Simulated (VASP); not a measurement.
A run of VASP 6.6.1:

The input INCAR:

```
SYSTEM = CuO
ALGO = Normal
EDIFF = 1E-6
ENCUT = 700
GGA = CA
GGA_COMPAT = .False.
ISIF = 2
ISMEAR = 0
ISPIN = 2
LASPH = .True.
LCHARG = .False.
LDAU = .True.
LDAUJ = 0 0
LDAUL = 2 -1
LDAUPRINT = 1
LDAUTYPE = 2
LDAUU = 6 0
LMAXMIX = 4
LORBIT = 11
LREAL = .False.
LWAVE = .False.
MAGMOM = 0.44 0.67
NBANDS = 24
NELM = 200
PREC = Accurate
SIGMA = 0.05
```

Contents of KPOINTS:

```
k-points
0
Gamma
  8 8 7
  0 0 0
```

Contents of POSCAR:

```
CuO
1.0
    2.8363251100      0.0000000000      0.0000000000
   -1.4181625500      2.4563296000      0.0000000000
    0.0000000000      0.0000000000      2.7681127800
Cu O
1 1
Direct
    0.0000000000      0.0000000000      0.0000000000
    0.6666666667      0.3333333333      0.5000000000
```

Potentials or basis: VASP PAW LDA potentials, release 64 (Cu_sv_GW, O).

Launch:

```sh
$ cat potpaw_LDA.64/Cu_sv_GW/POTCAR potpaw_LDA.64/O/POTCAR > POTCAR
$ mpirun -np 1 vasp_std > vasp.out
```

Hardware: 1 thread of Intel(R) Xeon(R) 6975P-C (Granite Rapids), with other jobs on the host.

Q: Estimate the wall time of this run.

A: Run time: 19 s on 1 thread of Intel(R) Xeon(R) 6975P-C (Granite Rapids), with other jobs on the host, peak memory 0.17 GiB. Counts: scf iterations 15, k points 40.
